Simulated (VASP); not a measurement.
Input of a VASP 6.6.1 run:

Contents of INCAR:

```
SYSTEM = Zn
ALGO = Normal
EDIFF = 1E-6
ENCUT = 520
ISIF = 2
ISMEAR = 0
LASPH = .True.
LCHARG = .False.
LREAL = .False.
LWAVE = .False.
NBANDS = 19
NELM = 80
PREC = Accurate
SIGMA = 0.05
```

Contents of KPOINTS:

```
k-points
0
Gamma
  17 17 8
  0 0 0
```

POSCAR

```
Zn
1.0
    2.5994078667      0.0000000000      0.0000000000
   -1.2997039334      2.2511532474      0.0000000000
    0.0000000000      0.0000000000      4.5826626431
Zn
2
Direct
    0.3333333333      0.6666666667      0.2500000000
    0.6666666667      0.3333333333      0.7500000000
```

Potentials or basis: VASP PAW LDA potentials, release 64 (Zn).

Launch:

```console
$ cat potpaw_LDA.64/Zn/POTCAR > POTCAR
$ mpirun -np 1 vasp_std > vasp.out
```

(1) What does it give for the pressure?

(2) What does it give for the band gap on the k mesh?

Results:

(1) 0.7 GPa.

(2) zero (bands 12 and 13 overlap by 3.66 eV).
